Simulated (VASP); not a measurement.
Set up this calculation in VASP 6.6.1, as the native input.

```
Task                   : single point
Functional             : PBE
Potentials or basis    : VASP PAW PBE potentials, release 64 (Hf_pv, N)
Cutoff                 : 520 eV
k mesh                 : 16 × 16 × 16
Occupations            : gaussian, width 0.15 eV
Spin                   : no spin polarisation
Dipole correction      : no
Further INCAR settings : ALGO = Normal; EDIFF = 1e-06; NBANDS = 14
```

The structure of HfN lies in POSCAR:

```
HfN
1.0
    0.0000000000      2.3320809000      2.4548220000
    2.3320809000      0.0000000000      2.4548220000
    2.3320809000      2.3320809000      0.0000000000
Hf N
1 1
Direct
    0.0000000000      0.0000000000      0.0000000000
    0.7500000000      0.7500000000      0.7500000000
```

This cell differs from its parent crystal: strain -0.050 along x and y, +0.000 along z.

The input as run:

INCAR

```
SYSTEM = HfN
PREC = Accurate ; ENCUT = 520
EDIFF = 1E-6 ; ISMEAR = 0
SIGMA = 0.15 ; LREAL = .FALSE.
LASPH = .TRUE. ; NELM = 60
ALGO = Normal ; ISIF = 2
LWAVE = .FALSE. ; LCHARG = .FALSE.
GGA = PE ; NBANDS = 14
```

KPOINTS

```
Automatic mesh
0
G
  16 16 16
  0 0 0
```

Potentials or basis: VASP PAW PBE potentials, release 64 (Hf_pv, N).

Command:

```sh
$ cat potpaw_PBE.64/Hf_pv/POTCAR potpaw_PBE.64/N/POTCAR > POTCAR
$ mpirun -np 1 vasp_std > vasp.out
```

It gave:

* Pressure: 24.0 GPa

Caveat: the cell differs from its parent crystal (strain -0.050 along x and y, +0.000 along z).

It took 75 s on 1 thread of AMD EPYC 9R45 96-Core Processor (Zen 5) (shared host), peak memory 0.24 GiB.
